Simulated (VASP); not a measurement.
# Rh: single point with LDA

Rh:

```
Rh
1.0
     0.00000    1.89785    1.89785
     1.89785    0.00000    1.89785
     1.89785    1.89785    0.00000
Rh
1
Direct
  0.00000 0.00000 0.00000
```

* Program: VASP 6.6.1
* Task: single point
* Functional: LDA
* Potentials or basis: VASP PAW LDA potentials, release 64 (Rh_pv)
* Cutoff: 500 eV
* k mesh: 15 × 15 × 15
* Occupations: methfessel-paxton, width 0.1 eV
* Spin: no spin polarisation

```
Pressure : -9.0 GPa
```

Levels at points of the mesh, in eV from the Fermi level:
```tsv
k point	band 5	band 6	band 7	band 8	band 9	band 10
(0.00, 0.00, 0.00)	-3.17	-3.17	-3.17	-1.02	-1.02	15.92
```

Run time: 11 s on 1 thread of AMD EPYC 9R45 (Zen 5), with other jobs on the host, peak memory 0.1 GiB.
